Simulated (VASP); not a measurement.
## InAs: single point with PBE

InAs, a slab with vacuum:

```xyz
16
Lattice="8.5362 0.0000 0.0000 0.0000 6.0360 0.0000 0.0000 0.0000 19.4021" Properties=species:S:1:pos:R:3 pbc="T T T"
In    0.0000    0.0000    1.0000
In    6.4021    3.3432    3.3520
In    2.1340    3.3432    3.3520
In    4.2681    0.0000    1.0000
In    4.2681    0.4299    5.5275
In    2.1340    2.9734    7.2883
In    6.4021    2.9734    7.2883
In    0.0000    0.4299    5.5275
As    0.0000    1.7578    3.1478
As    2.1340    4.5270    1.0000
As    6.4021    4.5270    1.0000
As    4.2681    1.7578    3.1478
As    4.2681    1.6108    7.9522
As    6.4021    4.8905    5.5073
As    2.1340    4.8905    5.5073
As    0.0000    1.6108    7.9522
```

```json
{
  "Program": "VASP 6.6.1",
  "Task": "single point",
  "Functional": "PBE",
  "Potentials or basis": "VASP PAW PBE potentials, release 64 (In_d, As)",
  "Cutoff": "400 eV",
  "k mesh": "2 × 2 × 1",
  "Occupations": "fermi-dirac, width 0.05 eV",
  "Spin": "no spin polarisation",
  "Dipole correction": "no",
  "Further INCAR settings": "ALGO = Normal; EDIFF = 1e-06; NBANDS = 86; NELMDL = -8"
}
```

```yaml
Largest_force: 1.135 eV/Å
Band_gap_on_the_k_mesh: 0.39 eV
```

Forces in eV/Å, atoms in the order of the input:
```
In   0.000 -0.137  1.100
In   0.000  0.005  0.010
In   0.000  0.005  0.010
In   0.000 -0.137  1.100
In   0.000 -0.006 -0.024
In   0.000  0.021  0.011
In   0.000  0.021  0.011
In   0.000 -0.006 -0.024
As   0.000  0.022  0.016
As   0.000  0.123 -1.128
As   0.000  0.123 -1.128
As   0.000  0.022  0.016
As   0.000 -0.022  0.003
As   0.000 -0.006  0.011
As   0.000 -0.006  0.011
As   0.000 -0.022  0.003
```

Levels at points of the mesh, in eV from the valence-band top:
```
           k point  band 68  band 69  band 70  band 71  band 72  band 73  band 74  band 75  band 76  band 77
(0.00, 0.00, 0.00)    -0.99    -0.69    -0.63    -0.48     0.00     0.39     0.72     1.09     1.44     1.91
(0.50, 0.00, 0.00)    -1.38    -0.89    -0.89    -0.59    -0.59     0.82     0.82     1.76     1.76     2.05
(0.00, 0.50, 0.00)    -0.89    -0.87    -0.86    -0.77    -0.61     0.41     0.79     1.25     1.30     1.62
(0.50, 0.50, 0.00)    -1.07    -0.90    -0.90    -0.48    -0.48     0.90     0.90     1.82     1.82     2.27
```

Wall time 11 min on 1 thread of Intel(R) Xeon(R) Platinum 8488C (Sapphire Rapids) (shared host), peak memory 0.66 GiB.

Caveat: the k points lie up to 0.52 Å⁻¹ apart; spin-orbit coupling is left out, which moves the levels of the heavy elements.
